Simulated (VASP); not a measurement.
# Os (P1) in VASP: single point with PBE

Aim: the single point of Os with PBE.

All numbers are computed with VASP 6.6.1; they aren't measurements. Logs are shortened: lines on timing, memory, paths and dates and some standing lists are left out, and cuts for length are marked.

### 1 The cell of the first run

The typed cell holds 4 atoms: a = 5.501 Å, b = 5.501 Å, c = 2.751 Å, α = 60.00°, β = 60.00°, γ = 60.00°.

### 2 Single point, PBE

Contents of INCAR:

```
SYSTEM = Os
ALGO = Normal
EDIFF = 1E-7
ENCUT = 520
GGA = PE
ISIF = 2
ISMEAR = -1
LASPH = .TRUE.
LCHARG = .TRUE.
LELF = .TRUE.
LREAL = .FALSE.
LVHAR = .TRUE.
LWAVE = .FALSE.
NBANDS = 24
NELM = 60
PREC = Accurate
SIGMA = 0.08
```

Contents of KPOINTS:

```
k-points
0
G
  4 4 8
  0 0 0
```

Contents of POSCAR:

```
Os
1.0
    0.0000000000      3.8900000000      3.8900000000
    3.8900000000      0.0000000000      3.8900000000
    1.9450000000      1.9450000000      0.0000000000
Os
4
Direct
   -0.0016601542     -0.0051609254      0.0124781491
    0.0016718509      0.5192358612      0.0054028278
    0.5144961440     -0.0021357326     -0.0429573265
    0.5002321337      0.4747478149      0.0057979434
```

Potentials or basis: VASP PAW PBE potentials, release 64 (Os).

On the command line:

```console
cat potpaw_PBE.64/Os/POTCAR > POTCAR
mpirun -np 1 vasp_std > vasp.out
```

OUTCAR:

```text
SYSTEM = Os
   EDIFF = 1E-7
   ENCUT = 520
   GGA = PE
   ISIF = 2
   ISMEAR = -1
   LASPH = .TRUE.
   LREAL = .FALSE.
   NELM = 60
   PREC = Accurate

 ion  position               nearest neighbor table
   1  0.998  0.995  0.012-   2 2.62   3 2.63   2 2.68   4 2.69   3 2.73   3 2.77   4 2.81   2 2.83
                             3 2.87   2 2.88
   2  0.002  0.519  0.005-   1 2.62   4 2.63   3 2.66   1 2.68   4 2.76   4 2.77   1 2.83   3 2.85
                             1 2.88   4 2.89
   3  0.514  0.998  0.957-   4 2.62   1 2.63   4 2.65   2 2.66   1 2.73   1 2.77   2 2.85   4 2.85
                             1 2.87   4 2.88
   4  0.500  0.475  0.006-   3 2.62   2 2.63   3 2.65   1 2.69   2 2.76   2 2.77   1 2.81   3 2.85
                             3 2.88   2 2.89

  LATTYP: Found a base centered orthorhombic cell.
 ALAT       =     5.5012907576
 B/A-ratio  =     1.4142135624
 C/A-ratio  =     0.5000000000

  Lattice vectors:

 A1 = (  -1.9450000000,   1.9450000000,  -3.8900000000)
 A2 = (  -1.9450000000,   1.9450000000,   3.8900000000)
 A3 = (   1.9450000000,   1.9450000000,   0.0000000000)

Analysis of symmetry for initial positions (statically):
=====================================================================
 Subroutine PRICEL returns:
 Original cell was already a primitive cell.

 Routine SETGRP: Setting up the symmetry group for a
 base centered orthorhombic supercell.

 Subroutine GETGRP returns: Found  1 space group operations
 (whereof  1 operations were pure point group operations)
 out of a pool of  8 trial point group operations.

The static configuration has the point symmetry C_1 .

Analysis of symmetry for dynamics (positions and initial velocities):
=====================================================================
 Subroutine PRICEL returns:
 Original cell was already a primitive cell.

 Routine SETGRP: Setting up the symmetry group for a
 base centered orthorhombic supercell.

 Subroutine GETGRP returns: Found  1 space group operations
 (whereof  1 operations were pure point group operations)
 out of a pool of  8 trial point group operations.

The dynamic configuration has the point symmetry C_1 .

 Subroutine INISYM returns: Found  1 space group operations
 (whereof  1 operations are pure point group operations),
 and found     1 'primitive' translations

----------------------------------------------------------------------------------------

                                     Primitive cell

  volume of cell :      58.8639

  direct lattice vectors                    reciprocal lattice vectors
     0.000000000  3.890000000  3.890000000    -0.128534704  0.128534704  0.128534704
     3.890000000  0.000000000  3.890000000     0.128534704 -0.128534704  0.128534704
     1.945000000  1.945000000  0.000000000     0.257069409  0.257069409 -0.257069409

  length of vectors
     5.501290758  5.501290758  2.750645379     0.222628639  0.222628639  0.445257277

  position of ions in fractional coordinates (direct lattice)
     0.998339846  0.994839075  0.012478149
     0.001671851  0.519235861  0.005402828
     0.514496144  0.997864267  0.957042673
     0.500232134  0.474747815  0.005797943

  ion indices of the primitive-cell ions
   primitive index   ion index
                 1           1
                 2           2
                 3           3
                 4           4

----------------------------------------------------------------------------------------

 KPOINTS: k-points

Automatic generation of k-mesh.
 Grid dimensions read from file:
 generate k-points for:    4    4    8

 Generating k-lattice:

  Cartesian coordinates                     Fractional coordinates (reciprocal lattice)
    -0.032133676  0.032133676  0.032133676     0.250000000  0.000000000  0.000000000
     0.032133676 -0.032133676  0.032133676     0.000000000  0.250000000  0.000000000
     0.032133676  0.032133676 -0.032133676     0.000000000  0.000000000  0.125000000

  Length of vectors
     0.055657160  0.055657160  0.055657160

  Shift w.r.t. Gamma in fractional coordinates (k-lattice)
     0.000000000  0.000000000  0.000000000

 Subroutine IBZKPT returns following result:
 ===========================================

 Found     68 irreducible k-points:

 Following reciprocal coordinates:
            Coordinates               Weight
  0.000000  0.000000  0.000000      1.000000
  0.250000  0.000000  0.000000      2.000000
  0.000000 -0.250000  0.000000      2.000000
  0.500000  0.000000  0.000000      1.000000
  0.000000  0.500000  0.000000      1.000000
  0.250000  0.250000  0.000000      2.000000
[... 16 lines left out ...]
  0.500000  0.500000  0.125000      2.000000
 -0.250000 -0.250000  0.125000      2.000000
 [... further k-points ...]
   k-points           NKPTS =     68   k-points in BZ     NKDIM =     68   number of bands    NBANDS=     24
   number of dos      NEDOS =    301   number of ions     NIONS =      4
   total plane-waves  NPLWV =  35280
   dimension x,y,z NGX =    42 NGY =   42 NGZ =   20
   dimension x,y,z NGXF=    84 NGYF=   84 NGZF=   40
   ions per type =               4
   NGX,Y,Z   is equivalent  to a cutoff of  12.69, 12.69, 12.09 a.u.
   NGXF,Y,Z  is equivalent  to a cutoff of  25.38, 25.38, 24.18 a.u.
 SYSTEM =  Os
   PREC   = accura    normal or accurate (medium, high low for compatibility)
   ISTART =      0    job   : 0-new  1-cont  2-samecut
   ICHARG =      2    charge: 1-file 2-atom 10-const
   ISPIN  =      1    spin polarized calculation?
   LNONCOLLINEAR =      F non collinear calculations
   LSORBIT =      F    spin-orbit coupling
   LASPH  =      T    aspherical Exc in radial PAW
   ENCUT  =  520.0 eV  38.22 Ry    6.18 a.u.  10.23 10.23  5.11*2*pi/ulx,y,z
   NELM   =     60;   NELMIN=  2; NELMDL= -5     # of ELM steps
   EDIFF  = 0.1E-06   stopping-criterion for ELM
   LREAL  =      F    real-space projection
   EDIFFG = 0.1E-05   stopping-criterion for IOM
   NSW    =      0    number of steps for IOM
   IBRION =     -1    ionic relax: 0-MD 1-quasi-New 2-CG
   NFREE  =      0    steps in history (QN), initial steepest desc. (CG)
   ISIF   =      2    stress and relaxation
   ISYM   =      2    0-nonsym 1-usesym 2-fastsym
   POTIM  = 0.5000    time-step for ionic-motion
   TEBEG  =    0.0;   TEEND  =   0.0 temperature during run
   PSTRESS=    0.0 pullay stress
   NELECT =      32.0000    total number of electrons
   NUPDOWN=      -1.0000    fix difference up-down
   EMIN   =  10.00;   EMAX   =-10.00  energy-range for DOS
   EFERMI =   0.00;   METHOD = LEGACY
   ISMEAR =    -1;   SIGMA  =   0.08  broadening in eV -4-tet -1-fermi 0-gaus
   EFERMI_NEDOS =   21; number of points for ismear=-14 and -15
   IALGO  =     38    algorithm
   IMIX   =      4    mixing-type and parameters
     AMIX     =   0.40;   BMIX     =  1.00
     AMIX_MAG =   1.60;   BMIX_MAG =  1.00
  volume/ion in A,a.u.               =      14.72        99.31
  Fermi-wavevector in a.u.,A,eV,Ry     =   1.336109  2.524880 24.288947  1.785187
  Thomas-Fermi vector in A             =   2.464761
   LORBIT       =      0    0 simple, 1 ext, 2 COOP (PROOUT), +10 PAW based schemes
   GGA     = PE    functional components
   LHFCALC =     F    Hartree Fock is set to
   AEXX    =    0.0000 exact exchange contribution
   IVDW    =     0    specifies the selected vdW correction
   LEPSILON=     F    determine dielectric tensor
   LRPA    =     F    only Hartree local field effects (RPA)
 non-spin polarized calculation
  energy-cutoff  :      520.00
  volume of cell :       58.86
 maximum number of plane-waves:      1628
 NGX is ok and might be reduce to    42
   NGX = 21   NGY = 21   NGZ = 11

 number of electron      32.0000001 magnetization

 Free energy of the ion-electron system (eV)
  ---------------------------------------------------
  ext. energy  EPLUGINS =         0.00000000
  ---------------------------------------------------
  free energy    TOTEN  =       -44.35132206 eV

  energy without entropy =      -44.28556322  energy(sigma->0) =      -44.31844264

 E-fermi :   8.5768     XC(G=0): -13.7529

 val. band max:        8.5709911367   @ k =   0.0000   0.5000  -0.1250
 cond. band min:       8.5788185947   @ k =   0.0000   0.5000   0.0000
 fundamental gap:      0.0078274580
 Fermi energy:         8.5768218221

 k-point     1 :       0.0000    0.0000    0.0000
  band No.  band energies     occupation
      1      -1.7628      2.00000
      2       1.3487      2.00000
      3       1.3516      2.00000
      4       1.4944      2.00000
      5       2.1615      2.00000
      6       5.5688      2.00000
[... 16 lines left out ...]
     23      11.4287      0.00000
     24      11.5397      0.00000

 k-point     2 :       0.2500    0.0000    0.0000
  band No.  band energies     occupation
      1      -1.0941      2.00000
      2       1.2900      2.00000
      3       1.7826      2.00000
      4       1.9947      2.00000
      5       2.5908      2.00000
      6       5.0017      2.00000
[... 16 lines left out ...]
     23      12.1533      0.00000
     24      13.2887      0.00000

 k-point     3 :       0.0000   -0.2500    0.0000
  band No.  band energies     occupation
      1      -1.0934      2.00000
      2       1.2982      2.00000
      3       1.8739      2.00000
      4       1.9413      2.00000
      5       2.5880      2.00000
      6       5.0447      2.00000
[... 16 lines left out ...]
     23      12.2405      0.00000
     24      13.3097      0.00000
[... 514 lines left out ...]
 k-point    23 :       0.5000    0.5000    0.1250
  band No.  band energies     occupation
      1       0.4439      2.00000
      2       2.1053      2.00000
      3       2.7191      2.00000
      4       2.8192      2.00000
      5       3.2410      2.00000
      6       4.2319      2.00000
[... 16 lines left out ...]
     23      12.5386      0.00000
     24      12.7816      0.00000

 k-point    24 :      -0.2500   -0.2500    0.1250
  band No.  band energies     occupation
      1       0.4415      2.00000
      2       2.1000      2.00000
      3       2.7075      2.00000
      4       2.8184      2.00000
      5       3.2795      2.00000
      6       4.2438      2.00000
[... 16 lines left out ...]
     23      12.5424      0.00000
     24      12.7880      0.00000

 [... further k-points ...]
[... 5 lines left out ...]
  --------------------------------------------------------------------------------------
  -------------------------------------------------------------------------------------
  Total       -2.0633222     -2.0164751     -3.0191610     -0.1745445     -0.3544229      0.7673235
  in kB      -56.1602246    -54.8851241    -82.1765771     -4.7508141     -9.6468059     20.8852789
  external PRESSURE =     -64.4073086 kB  Pullay stress =       0.0000000 kB

 VOLUME and BASIS-vectors are now :
 -----------------------------------------------------------------------------
  energy-cutoff  :      520.00
  volume of cell :       58.86
      direct lattice vectors                 reciprocal lattice vectors
     0.000000000  3.890000000  3.890000000    -0.128534704  0.128534704  0.128534704
     3.890000000  0.000000000  3.890000000     0.128534704 -0.128534704  0.128534704
     1.945000000  1.945000000  0.000000000     0.257069409  0.257069409 -0.257069409

 POSITION                                       TOTAL-FORCE (eV/Angst)
 -----------------------------------------------------------------------------------
      3.89419      3.90781      7.75347        -0.257535      0.053679      0.280438
      2.03034      0.01701      2.02633        -1.025752      0.043416     -0.544542
      5.74314      3.86284      5.88308         0.656691      0.115830     -0.396829
      1.85805      1.95718      3.79267         0.626597     -0.212925      0.660934
 -----------------------------------------------------------------------------------
    total drift:                               -0.000012     -0.000082      0.000063

  FREE ENERGIE OF THE ION-ELECTRON SYSTEM (eV)
  ---------------------------------------------------
  free  energy   TOTEN  =       -44.3513220559 eV

  energy  without entropy=      -44.2855632182  energy(sigma->0) =      -44.31844264
```

Run time: 45 s. Hardware: 1 thread of Intel Xeon 6975P-C (Granite Rapids), shared host; peak memory 0.22 GiB.

Results:

```yaml
Free_energy: -44.3513 eV
Pressure: -6.4 GPa
Largest_force: 1.162 eV/Å
Band_gap_on_the_k_mesh: zero (bands 16 and 17 overlap by 2.83 eV)
```

Forces in eV/Å, atoms in the order of the input:
```
Os  -0.258  0.054  0.280
Os  -1.026  0.043 -0.545
Os   0.657  0.116 -0.397
Os   0.627 -0.213  0.661
```

Stress tensor (GPa, compression positive):
```
-5.62 -0.48  2.09
-0.48 -5.49 -0.96
 2.09 -0.96 -8.22
```

Caveat: the cell stands under tension; spin-orbit coupling is left out, which moves the levels of the heavy elements; forces of over 1 eV/Å act on the atoms, so gaps and moduli don't describe the material at rest.
